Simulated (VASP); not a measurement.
# LiF (Fm-3m) in VASP: notebook

Runs on LiF. Level: PBE. Tasks: G0W0 quasiparticle levels.

All numbers are computed with VASP 6.6.1; they aren't measurements. Logs are shortened: lines on timing, memory, paths and dates and some standing lists are left out, and cuts for length are marked.

## Step 1: The cell of the first run

Symmetry: Fm-3m, No. 225, cubic system. Conventional cell: a = 3.870 Å, b = 3.870 Å, c = 3.870 Å, α = 90.00°, β = 90.00°, γ = 90.00°. Within 2.6 Å of Li (site symmetry m-3m) lie 6 F at 1.94 Å. F (site symmetry m-3m) has 6 Li at 1.94 Å within 2.6 Å.

## Step 2: G0W0 quasiparticle levels, PBE

POSCAR

```
LiF
1.0
    0.0000000000      1.9350255882      1.9350255882
    1.9350255882      0.0000000000      1.9350255882
    1.9350255882      1.9350255882      0.0000000000
Li F
1 1
Direct
    0.0000000000      0.0000000000      0.0000000000
    0.5000000000      0.5000000000      0.5000000000
```

INCAR.step1

```
PREC = Accurate
ENCUT = 500
EDIFF = 1E-8
ISMEAR = 0
SIGMA = 0.01
LREAL = False
LASPH = True
NELM = 100
ALGO = Normal
LWAVE = True
LCHARG = False
GGA = PE
```

INCAR.step2

```
PREC = Accurate
ENCUT = 500
EDIFF = 1E-8
ISMEAR = 0
SIGMA = 0.01
LREAL = False
LASPH = True
NELM = 1
ALGO = Exact
LWAVE = True
LCHARG = False
GGA = PE
NBANDS = 64
LOPTICS = True
ISTART = 1
```

INCAR.step3

```
PREC = Accurate
ENCUT = 500
EDIFF = 1E-8
ISMEAR = 0
SIGMA = 0.01
LREAL = False
LASPH = True
ALGO = EVGW0
LWAVE = False
LCHARG = False
GGA = PE
NELMGW = 1
NBANDS = 64
ENCUTGW = 150.0
NOMEGA = 96
PRECFOCK = Fast
ISTART = 1
NBANDSGW = 12
OMEGAMAX = 20
```

KPOINTS

```
Automatic mesh
0
Gamma
  6 6 6
```

Potentials or basis: VASP PAW PBE potentials, release 64 (Li_GW, F_GW).

Command:

```
$ cat potpaw_PBE.64/Li_GW/POTCAR potpaw_PBE.64/F_GW/POTCAR > POTCAR
$ cp INCAR.step1 INCAR
$ mpirun -np 1 vasp_std > vasp.out
$ cp INCAR.step2 INCAR
$ mpirun -np 1 vasp_std > vasp.out
$ cp INCAR.step3 INCAR
$ mpirun -np 1 vasp_std > vasp.out
```

OUTCAR:

```text
PREC = Accurate
   ENCUT = 500
   EDIFF = 1E-8
   ISMEAR = 0
   LREAL = False
   LASPH = True
   GGA = PE
   NELMGW = 1
   ENCUTGW = 150.0
   PRECFOCK = Fast
   ISTART = 1

 ion  position               nearest neighbor table
   1  0.000  0.000  0.000-   2 1.94   2 1.94   2 1.94   2 1.94   2 1.94   2 1.94
   2  0.500  0.500  0.500-   1 1.94   1 1.94   1 1.94   1 1.94   1 1.94   1 1.94

  LATTYP: Found a face centered cubic cell.
 ALAT       =     3.8700511764

  Lattice vectors:

 A1 = (   0.0000000000,   1.9350255882,   1.9350255882)
 A2 = (   1.9350255882,   0.0000000000,   1.9350255882)
 A3 = (   1.9350255882,   1.9350255882,   0.0000000000)

Analysis of symmetry for initial positions (statically):
=====================================================================
 Subroutine PRICEL returns:
 Original cell was already a primitive cell.

 Routine SETGRP: Setting up the symmetry group for a
 face centered cubic supercell.

 Subroutine GETGRP returns: Found 48 space group operations
 (whereof 48 operations were pure point group operations)
 out of a pool of 48 trial point group operations.

The static configuration has the point symmetry O_h .

Analysis of symmetry for dynamics (positions and initial velocities):
=====================================================================
 Subroutine PRICEL returns:
 Original cell was already a primitive cell.

 Routine SETGRP: Setting up the symmetry group for a
 face centered cubic supercell.

 Subroutine GETGRP returns: Found 48 space group operations
 (whereof 48 operations were pure point group operations)
 out of a pool of 48 trial point group operations.

The dynamic configuration has the point symmetry O_h .

 Subroutine INISYM returns: Found 48 space group operations
 (whereof 48 operations are pure point group operations),
 and found     1 'primitive' translations

----------------------------------------------------------------------------------------

                                     Primitive cell

[... 79 lines left out ...]
   ENCUT  =  500.0 eV  36.75 Ry    6.06 a.u.   4.99  4.99  4.99*2*pi/ulx,y,z
   NELM   =     60;   NELMIN=  2; NELMDL=  0     # of ELM steps
   EDIFF  = 0.1E-07   stopping-criterion for ELM
   LREAL  =      F    real-space projection
   EDIFFG = 0.1E-06   stopping-criterion for IOM
   NSW    =      0    number of steps for IOM
   IBRION =     -1    ionic relax: 0-MD 1-quasi-New 2-CG
   NFREE  =      0    steps in history (QN), initial steepest desc. (CG)
   ISIF   =      0    stress and relaxation
   ISYM   =      3    0-nonsym 1-usesym 2-fastsym
   POTIM  = 0.5000    time-step for ionic-motion
   TEBEG  =    0.0;   TEEND  =   0.0 temperature during run
   PSTRESS=    0.0 pullay stress
   NELECT =       8.0000    total number of electrons
   NUPDOWN=      -1.0000    fix difference up-down
   EMIN   =  10.00;   EMAX   =-10.00  energy-range for DOS
   EFERMI =   0.00;   METHOD = LEGACY
   ISMEAR =     0;   SIGMA  =   0.01  broadening in eV -4-tet -1-fermi 0-gaus
   EFERMI_NEDOS =   21; number of points for ismear=-14 and -15
   IALGO  =     38    algorithm
   IMIX   =      4    mixing-type and parameters
     AMIX     =   0.40;   BMIX     =  1.00
     AMIX_MAG =   1.60;   BMIX_MAG =  1.00
  volume/ion in A,a.u.               =       7.25        48.89
  Fermi-wavevector in a.u.,A,eV,Ry     =   1.342996  2.537895 24.539995  1.803639
  Thomas-Fermi vector in A             =   2.471105
   LORBIT       =      0    0 simple, 1 ext, 2 COOP (PROOUT), +10 PAW based schemes
   GGA     = PE    functional components
   LHFCALC =     T    Hartree Fock is set to
   PRECFOCK=fast      Normal, Fast or Accurate (Low or Medium for compatibility)
   ENCUT4O =  -1.0   cutoff for four orbital integrals eV
   NKREDX  =     1    reduce k-point grid by
   NKREDY  =     1    reduce k-point grid by
   NKREDZ  =     1    reduce k-point grid by
   AEXX    =    1.0000 exact exchange contribution
   HFSCREEN=    0.0000 screening length (either q_TF or 0.3 A-1)
   HFSCREENC=   0.0000 screening length for correlation (either q_TF or 0.3 A-1)
   ENCUTFOCK=  -1.0 apply spherical cutoff to Coloumb kernel
   IVDW    =     0    specifies the selected vdW correction
   LEPSILON=     F    determine dielectric tensor
   LRPA    =     F    only Hartree local field effects (RPA)
   LRPAFORCE           =     F    calculate RPA forces
   ENCUTGW             = 150.0    cutoff for response function in eV
   ENCUTGWSOFT         = 120.0    soft cutoff for Coulomb kernel in GW response function in eV
   ENCUTLF             =  -1.0    cutoff for local field effects
   NELMGW              =     1    number of iterations in solving QP/BSE equation
   NELMHF              =     1    number of iterations in the inner HF iteration
   NKREDLFX            =     1    NKREDLFY  =   1   NKREDLFZ  =   1
 non-spin polarized calculation
 Gauss-broadening in eV      SIGMA  =   0.01
  energy-cutoff  :      500.00
  volume of cell :       14.49
 maximum number of plane-waves:       375
  NGX = 12; NGY = 12; NGZ = 12
   NGX =  9   NGY =  9   NGZ =  9
 maximum number of plane-waves:        70

 QP shifts <psi_nk| G(iteration)W_0 |psi_nk>: iteration 1
 for sc-GW calculations column KS-energies equals QP-energies in previous step
 and V_xc(KS)=  KS-energies - (<T + V_ion + V_H > + <T+V_H+V_ion>^1  + <V_x>^1)

 k-point   1 :       0.0000    0.0000    0.0000
  band No.  KS-energies  QP-energies   sigma(KS)   V_xc(KS)     V^pw_x(r,r')   Z            occupation Imag(sigma)

      1     -23.0936     -26.8922     -27.6880     -22.2196     -36.4798       0.6946       2.0000       0.7888
      2      -2.6845      -5.3555     -26.3386     -23.1080     -30.9206       0.8268       2.0000       0.0402
      3      -2.6845      -5.3555     -26.3386     -23.1080     -30.9206       0.8268       2.0000       0.0402
      4      -2.6845      -5.3555     -26.3386     -23.1080     -30.9206       0.8268       2.0000       0.0402
      5       7.5130       9.2835      -9.1123     -11.1116      -5.8933       0.8855       0.0000      -0.0397
      6      22.8404      24.6560      -6.8263      -8.9151      -2.8865       0.8692       0.0000      -0.0942
      7      22.8404      24.6560      -6.8263      -8.9151      -2.8865       0.8692       0.0000      -0.0942
      8      22.8404      24.6560      -6.8263      -8.9151      -2.8865       0.8692       0.0000      -0.0942
      9      22.8828      25.4991      -5.7646      -8.7976      -1.6661       0.8626       0.0000      -0.0862
     10      22.8828      25.4991      -5.7646      -8.7976      -1.6661       0.8626       0.0000      -0.0862
     11      22.8828      25.4991      -5.7646      -8.7976      -1.6661       0.8626       0.0000      -0.0862
     12      26.2937      27.2062      -5.9641      -7.0769      -1.2107       0.8201       0.0000      -0.4278
[... 228 lines left out ...]
      1     -22.1706     -26.1812     -28.8241     -23.3518     -37.4810       0.7329       2.0000       0.7261
      2      -5.7462      -8.9378     -22.8060     -18.9030     -27.1863       0.8177       2.0000       0.0422
      3      -4.5639      -7.5809     -24.1062     -20.4311     -28.5617       0.8209       2.0000       0.0409
      4      -3.6941      -6.5762     -25.3024     -21.7980     -29.8579       0.8224       2.0000       0.0403
      5      13.2928      15.9344     -11.0933     -14.1408      -7.8011       0.8668       0.0000      -0.0361
      6      13.6098      15.7816      -8.9434     -11.4182      -5.5649       0.8776       0.0000      -0.0354
      7      16.0075      18.2425      -6.8514      -9.3907      -3.1406       0.8802       0.0000      -0.0413
      8      18.3451      20.7740      -8.0389     -10.8628      -4.2513       0.8601       0.0000      -0.0461
      9      22.7489      24.9307      -6.8998      -9.4641      -2.7507       0.8508       0.0000      -0.0961
     10      30.9481      32.9481      -6.4563      -8.7562      -1.9220       0.8696       0.0000      -0.4927
     11      34.0020      37.0903      -8.6483     -11.8945      -3.9954       0.9514       0.0000      -0.9819
     12      38.0869      41.3558      -8.8653     -12.4297      -4.1086       0.9171       0.0000      -1.0755
```

OUTCAR.step1:

```text
PREC = Accurate
   ENCUT = 500
   EDIFF = 1E-8
   ISMEAR = 0
   LREAL = False
[... 386 lines left out ...]
      0.00000      0.00000      0.00000        -0.000000     -0.000000     -0.000000
      1.93503      1.93503      1.93503         0.000000      0.000000      0.000000
 -----------------------------------------------------------------------------------
    total drift:                                0.000000      0.000000      0.000000

  FREE ENERGIE OF THE ION-ELECTRON SYSTEM (eV)
  ---------------------------------------------------
  free  energy   TOTEN  =        -9.5148192623 eV

  energy  without entropy=       -9.5148192623  energy(sigma->0) =       -9.51481926
```

Wall time 1.7 min (1 thread of AMD EPYC 9R45 (Zen 5), shared host); peak memory 0.24 GiB.

Results:

```
Quasiparticle gap                                   : 14.64 eV
Least direct quasiparticle gap                      : 14.64 eV
Band gap of the starting levels on the mesh         : 10.20 eV
Least direct gap of the starting levels on the mesh : 10.20 eV
```

Caveat: the k points lie up to 0.47 Å⁻¹ apart; the cutoff is under 1.25 times the usual one of these potentials, so pressure, stress and relaxed cells hold a basis-set (Pulay) error; bands, screening cutoff and mesh are small and nothing is extrapolated, so the quasiparticle values aren't converged.

## Step 3: G0W0 quasiparticle levels, PBE

This run uses another cell than the first one, of 7.94 Å³/atom.

POSCAR

```
LiF
1.0
    0.0000000000      1.9948717404      1.9948717404
    1.9948717404      0.0000000000      1.9948717404
    1.9948717404      1.9948717404      0.0000000000
Li F
1 1
Direct
    0.0000000000      0.0000000000      0.0000000000
    0.5000000000      0.5000000000      0.5000000000
```

INCAR.step1

```
  PREC = Accurate
  ENCUT = 500
  EDIFF = 1E-8
  ISMEAR = 0
  SIGMA = 0.01
  LREAL = False
  LASPH = True
  NELM = 100
  ALGO = Normal
  LWAVE = True
  LCHARG = False
  GGA = PE
```

INCAR.step2

```
  PREC = Accurate
  ENCUT = 500
  EDIFF = 1E-8
  ISMEAR = 0
  SIGMA = 0.01
  LREAL = False
  LASPH = True
  NELM = 1
  ALGO = Exact
  LWAVE = True
  LCHARG = False
  GGA = PE
  NBANDS = 70
  LOPTICS = True
  ISTART = 1
```

INCAR.step3

```
  PREC = Accurate
  ENCUT = 500
  EDIFF = 1E-8
  ISMEAR = 0
  SIGMA = 0.01
  LREAL = False
  LASPH = True
  ALGO = EVGW0
  LWAVE = False
  LCHARG = False
  GGA = PE
  NELMGW = 1
  NBANDS = 70
  ENCUTGW = 150.0
  NOMEGA = 96
  PRECFOCK = Fast
  ISTART = 1
  NBANDSGW = 12
  OMEGAMAX = 20
```

KPOINTS is that of step 2.

Potentials or basis: VASP PAW PBE potentials, release 64 (Li_GW, F_GW).

Command:

```
$ cat potpaw_PBE.64/Li_GW/POTCAR potpaw_PBE.64/F_GW/POTCAR > POTCAR
$ cp INCAR.step1 INCAR
$ mpirun -np 1 vasp_std > vasp.out
$ cp INCAR.step2 INCAR
$ mpirun -np 1 vasp_std > vasp.out
$ cp INCAR.step3 INCAR
$ mpirun -np 1 vasp_std > vasp.out
```

OUTCAR:

```text
PREC = Accurate
   ENCUT = 500
   EDIFF = 1E-8
   ISMEAR = 0
   LREAL = False
   LASPH = True
   GGA = PE
   NELMGW = 1
   ENCUTGW = 150.0
   PRECFOCK = Fast
   ISTART = 1

 ion  position               nearest neighbor table
   1  0.000  0.000  0.000-   2 1.99   2 1.99   2 1.99   2 1.99   2 1.99   2 1.99
   2  0.500  0.500  0.500-   1 1.99   1 1.99   1 1.99   1 1.99   1 1.99   1 1.99

  LATTYP: Found a face centered cubic cell.
[... 190 lines left out ...]
      3      -3.0932      -5.7214     -26.1453     -22.9322     -30.7126       0.8179       2.0000       0.0425
      4      -3.0932      -5.7214     -26.1453     -22.9322     -30.7126       0.8179       2.0000       0.0425
      5       6.2174       7.9150      -8.5995     -10.5129      -5.5192       0.8872       0.0000      -0.0469
      6      21.2304      23.7883      -5.5288      -8.5003      -1.5829       0.8608       0.0000      -0.0948
      7      21.2304      23.7883      -5.5288      -8.5003      -1.5829       0.8608       0.0000      -0.0948
      8      21.2304      23.7883      -5.5288      -8.5003      -1.5829       0.8608       0.0000      -0.0948
      9      21.5198      23.2502      -6.4934      -8.4852      -2.6606       0.8687       0.0000      -0.1128
     10      21.5198      23.2502      -6.4934      -8.4852      -2.6606       0.8687       0.0000      -0.1128
     11      21.5198      23.2502      -6.4934      -8.4852      -2.6606       0.8687       0.0000      -0.1128
     12      24.7228      25.5890      -5.6541      -6.7085      -1.0960       0.8215       0.0000      -0.4686
[... 228 lines left out ...]
      1     -22.4322     -26.3486     -28.6466     -23.2947     -37.3995       0.7318       2.0000       0.8132
      2      -5.7678      -8.8536     -22.7228     -18.8958     -27.0733       0.8063       2.0000       0.0474
      3      -4.7267      -7.6642     -24.0136     -20.3926     -28.4477       0.8112       2.0000       0.0450
      4      -3.9802      -6.8099     -25.1286     -21.6534     -29.6570       0.8143       2.0000       0.0439
      5      12.0462      14.5709     -10.6609     -13.5856      -7.4980       0.8632       0.0000      -0.0445
      6      12.5445      14.6506      -8.5824     -10.9915      -5.3104       0.8742       0.0000      -0.0430
      7      14.6235      16.7706      -6.5461      -8.9962      -2.9643       0.8763       0.0000      -0.0459
      8      16.7242      19.0838      -7.6967     -10.4344      -4.0507       0.8619       0.0000      -0.0519
      9      21.2145      23.2862      -6.5463      -8.9848      -2.5417       0.8496       0.0000      -0.1110
     10      29.0295      30.9692      -6.1172      -8.3345      -1.7597       0.8748       0.0000      -0.5128
     11      31.4394      34.4364      -8.2948     -11.4259      -3.8136       0.9572       0.0000      -0.9682
     12      35.5877      38.6591      -8.5081     -11.9130      -3.9142       0.9021       0.0000      -1.0284
```

OUTCAR.step2:

```text
PREC = Accurate
   ENCUT = 500
   EDIFF = 1E-8
   ISMEAR = 0
   LREAL = False
[... 849 lines left out ...]
     0.00000     2.05933     2.05933     2.05933     0.00000     0.00000    -0.00000
     2.17486     2.08081     2.08081     2.08081     0.00000     0.00000    -0.00000
     4.34971     2.15439     2.15439     2.15439     0.00000     0.00000    -0.00000
     6.52457     2.31896     2.31896     2.31896     0.00000     0.00000    -0.00000
     8.69942     2.78461     2.78461     2.78461     0.00000     0.00000    -0.00000
    10.87428     4.38576     4.38576     4.38576     0.00000     0.00000    -0.00000
[... 92 lines left out ...]
   213.13583     0.98561     0.98561     0.98561    -0.00000    -0.00000     0.00000
   215.31069     0.98593     0.98593     0.98593    -0.00000    -0.00000     0.00000
```

It took 2 min on 1 thread of AMD EPYC 9R45 (Zen 5), shared host; peak memory 0.26 GiB.

What came out:

```
Quasiparticle gap                                   : 13.64 eV
Least direct quasiparticle gap                      : 13.64 eV
Band gap of the starting levels on the mesh         : 9.31 eV
Least direct gap of the starting levels on the mesh : 9.31 eV
```

Caveat: the k points lie up to 0.45 Å⁻¹ apart; the cutoff is under 1.25 times the usual one of these potentials, so pressure, stress and relaxed cells hold a basis-set (Pulay) error; bands, screening cutoff and mesh are small and nothing is extrapolated, so the quasiparticle values aren't converged.
